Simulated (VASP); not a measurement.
Crystal: PtSe2 (Sudovikovite).

```
Pt Se
1.0
     3.79704    0.00000    0.00000
    -1.89852    3.28833    0.00000
     0.00000    0.00000    5.16128
Pt Se
1 2
Direct
  0.00000 0.00000 0.00000
  0.66667 0.33333 0.75000
  0.33333 0.66667 0.25000
```

Base run:

```yaml
Program: VASP 6.6.1
Functional: BLYP
Dispersion: D4
Potentials_or_basis: VASP PAW PBE potentials, release 64 (Pt, Se)
Cutoff: 520 eV
k_mesh: 8 × 8 × 5
Occupations: fermi-dirac, width 0.05 eV
Spin: no spin polarisation
```

Its results: band gap on the k mesh zero (band 11 reaches 6.54 eV, above the bottom of band 12 at 6.31 eV); pressure 0.3 GPa; largest force 0.472 eV/Å.

Question: The run is repeated on the same cell with these changes: functional from BLYP to PBEsol. What comes out?

Answer: Band gap on the k mesh zero (band 11 reaches 6.00 eV, above the bottom of band 12 at 5.68 eV); pressure -6.7 GPa; largest force 0.314 eV/Å.

PBEsol binds more tightly than BLYP, so the same cell stands under less pressure.

Caveats: the PAW data sets were made with another functional, which shifts forces and pressure a little; spin-orbit coupling is left out, which moves the levels of the heavy elements; pairwise dispersion overbinds metals, which lowers pressure and volume.
